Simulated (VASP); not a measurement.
# InAs: relaxation of the atoms with PBE

InAs:

```
In As
1.0
     0.00000    3.02900    3.08958
     3.02900    0.00000    3.08958
     3.02900    3.02900    0.00000
In As
1 1
Cartesian
  0.0000 0.0000 0.0000
  1.5145 1.5145 1.5448
```

This cell differs from its parent crystal: z stretched by +2 %.

| Quantity | Value |
| --- | --- |
| Program | VASP 6.6.1 |
| Task | relaxation of the atoms |
| Functional | PBE |
| Potentials or basis | VASP PAW PBE potentials, release 64 (In_d, As) |
| Cutoff | 520 eV |
| k mesh | 13 × 13 × 13 |
| Occupations | fermi-dirac, width 0.05 eV |
| Spin | no spin polarisation |
| Dipole correction | no |
| Further INCAR settings | ALGO = Normal; EDIFF = 1e-06; IBRION = 2; EDIFFG = -0.02; NSW = 80 |

* Pressure after relaxing: 2.4 GPa
* Band gap on the k mesh: zero (filled and empty bands touch)

Stress tensor (GPa, compression positive):
```
2.59 0.00 0.00
0.00 2.59 0.00
0.00 0.00 1.92
```

Final structure:
```
In As
1.0
     0.00000    3.02900    3.08958
     3.02900    0.00000    3.08958
     3.02900    3.02900    0.00000
In As
1 1
Cartesian
  0.0000 0.0000 0.0000
  1.5145 1.5145 1.5448
```

Levels at points of the mesh, in eV from the Fermi level:
```
           k point  band 5  band 6  band 7  band 8  band 9  band 10  band 11  band 12  band 13
(0.00, 0.00, 0.00)  -14.34  -11.82   -0.45   -0.19   -0.09    -0.09     3.77     3.77     3.81
```

It took 3.4 min on 1 thread of Oxide Virtual Turin-like Processor, on a shared host, peak memory 0.27 GiB.

Caveat: the cell differs from its parent crystal (z stretched by +2 %); semilocal functionals underestimate gaps, and a narrow one can read as zero; spin-orbit coupling is left out, which moves the levels of the heavy elements.
